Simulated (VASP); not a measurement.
Set up this calculation in VASP 6.6.1, as the native input.

| Quantity | Value |
| --- | --- |
| Task | single point |
| Functional | PBE |
| Potentials or basis | VASP PAW PBE potentials, release 64 (Yb) |
| Cutoff | 520 eV |
| k mesh | 12 × 12 × 12 |
| Occupations | fermi-dirac, width 0.05 eV |
| Spin | no spin polarisation |
| Dipole correction | no |
| Further INCAR settings | ALGO = Normal; EDIFF = 1e-06; NBANDS = 18 |

The structure of Yb lies in POSCAR:

```
Yb
1.0
    0.0000000000      2.7431000000      2.7431000000
    2.7431000000      0.0000000000      2.7431000000
    2.7431000000      2.7431000000      0.0000000000
Yb
1
Direct
    0.0000000000      0.0000000000      0.0000000000
```

The input as run:

INCAR

```
PREC = Accurate ; ENCUT = 520
EDIFF = 1E-6 ; ISMEAR = -1
SIGMA = 0.05 ; LREAL = False
LASPH = True ; NELM = 80
ALGO = Normal ; ISIF = 2
LWAVE = False ; LCHARG = True
GGA = PE ; LELF = True
LVHAR = True ; NBANDS = 18
```

KPOINTS

```
regular mesh
0
Gamma
  12 12 12
```

Potentials or basis: VASP PAW PBE potentials, release 64 (Yb).

The run is started by

```console
$ cat potpaw_PBE.64/Yb/POTCAR > POTCAR
$ mpirun -np 1 vasp_std > vasp.out
```

It gave:

```json
{"Pressure": "-2.3 GPa", "Band gap on the k mesh": "zero (bands 12 and 13 overlap by 0.07 eV)"}
```

Caveat: spin-orbit coupling is left out, which moves the levels of the heavy elements.

Wall time 3.3 min on 1 thread of Intel Xeon 8259CL, on a shared host, peak memory 0.22 GiB.
